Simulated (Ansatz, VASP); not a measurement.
**Two plane-wave programs on KCl**

Contents of INCAR:

```
SYSTEM = KCl
PREC = Accurate ; ENCUT = 500
EDIFF = 1E-6 ; ISMEAR = 0
SIGMA = 0.1 ; LREAL = .False.
LASPH = .True. ; NELM = 120
ALGO = Normal ; ISIF = 2
LWAVE = .False. ; LCHARG = .False.
GGA = PS ; NBANDS = 15
GGA_COMPAT = .False.
```

Contents of KPOINTS:

```
regular mesh
0
Gamma
  6 6 6
  0 0 0
```

POSCAR

```
KCl
1.0
    3.7851672656      0.0000000000      0.0000000000
    0.0000000000      3.7851672656      0.0000000000
    0.0000000000      0.0000000000      3.7851672656
K Cl
1 1
Direct
    0.0000000000      0.0000000000      0.0000000000
    0.5000000000      0.5000000000      0.5000000000
```

Input for Ansatz:

```yaml
crystal:
  lattice:
    - [3.7851672656, 0.0, 0.0]
    - [0.0, 3.7851672656, 0.0]
    - [0.0, 0.0, 3.7851672656]
  atoms:
    - { symbol: K, position: [0.0, 0.0, 0.0] }
    - { symbol: Cl, position: [0.5, 0.5, 0.5] }
basis:
  ecutwfc: 420
kpoints:
  mp_grid: { grid: [6, 6, 6] }
hamiltonian:
  xc: pbesol
scf:
  occupations: { method: gaussian, width: 0.1 }
output:
  forces: true
  stress: true
  eigenvalues: true
```

Alike in both runs: task single point; functional PBEsol; k mesh 6 × 6 × 6; occupations gaussian, width 0.1 eV; no spin polarisation.

|  | VASP | Ansatz |
| --- | --- | --- |
| version | VASP 6.6.1 | Ansatz 0.2.0 |
| potentials or method | VASP PAW PBE potentials, release 64 (K_sv, Cl), cutoff 500 eV | scalar-relativistic, plane waves, PAW |
| valence electrons in the cell | 16 | 16 |

Ansatz gave:

- gap on the k mesh at the Fermi level (eV): 4.79
- least direct gap on the mesh (eV): 5.01
- pressure (GPa): -0.8

Question: Which values does VASP return?

Answer: gap on the k mesh at the Fermi level (eV): 4.79; least direct gap on the mesh (eV): 5.01; pressure (GPa): -0.7.

VASP's potentials were made for PBE, not for PBEsol. With one functional, cell and mesh, what is left measures potentials, basis and numerics.
